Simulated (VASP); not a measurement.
Input of a VASP 6.6.1 run:

INCAR

```
ALGO     = Normal         # electronic algorithm
EDIFF    = 1E-6           # SCF threshold, eV
ENCUT    = 600            # plane-wave cutoff, eV
GGA      = PE             # functional
GGA_COMPAT= F            
ISIF     = 2              # what is computed and relaxed
ISMEAR   = 0              # smearing method
LASPH    = T              # aspherical terms in the spheres
LCHARG   = T              # write CHGCAR
LELF     = T              # ELF
LREAL    = F              # projectors in reciprocal space
LVHAR    = T            
LWAVE    = F              # write WAVECAR
NBANDS   = 42             # bands
NELM     = 120            # most SCF steps
PREC     = Accurate       # precision mode
SIGMA    = 0.2            # smearing width, eV
```

Contents of KPOINTS:

```
k-points
0
Gamma
  8 4 2
```

The input POSCAR:

```
Be3CdS2
1.0
    0.0000000000      0.0000000000      3.1419400480
    5.5976008802      0.0000000000      0.0000000000
    0.0000000001      9.6953291249      0.0000000000
Be Cd S
6 2 4
Direct
    0.5000000000      0.2500000000      0.2500000000
    0.5000000000      0.7500000000      0.7500000000
    0.5000000000      0.5000000000      0.0000000000
    0.5000000000      1.0000000000      0.5000000000
    0.5000000000      0.7500000000      0.2500000000
    0.5000000000      0.2500000000      0.7500000000
    0.5000000000      0.0000000000      0.0000000000
    0.5000000000      0.5000000000      0.5000000000
    1.0000000000      0.5000000000      0.1666666667
    0.0000000000      0.0000000000      0.6666666667
    0.0000000000      1.0000000000      0.3333333333
    0.0000000000      0.5000000000      0.8333333333
```

Potentials or basis: VASP PAW PBE potentials, release 64 (Be, Cd, S).

Command:

```bash
$ cat potpaw_PBE.64/Be/POTCAR potpaw_PBE.64/Cd/POTCAR potpaw_PBE.64/S/POTCAR > POTCAR
$ mpirun -np 1 vasp_std > vasp.out
```

Question: Estimate the pressure.

Answer: 0.0 GPa.

Question: What does it give for the band gap on the k mesh?

Answer: Zero (bands 30 and 31 overlap by 1.37 eV).

Question: Predict the largest force.

Answer: 0.026 eV/Å.

Forces in eV/Å, atoms in the order of the input:
```
Be   0.000  0.000  0.000
Be   0.000  0.000  0.000
Be   0.000  0.000  0.000
Be   0.000  0.000  0.000
Be   0.000  0.000  0.000
Be   0.000  0.000  0.000
Cd   0.000  0.000  0.000
Cd   0.000  0.000  0.000
S    0.000 -0.026  0.000
S    0.000 -0.026  0.000
S    0.000  0.026  0.000
S    0.000  0.026  0.000
```
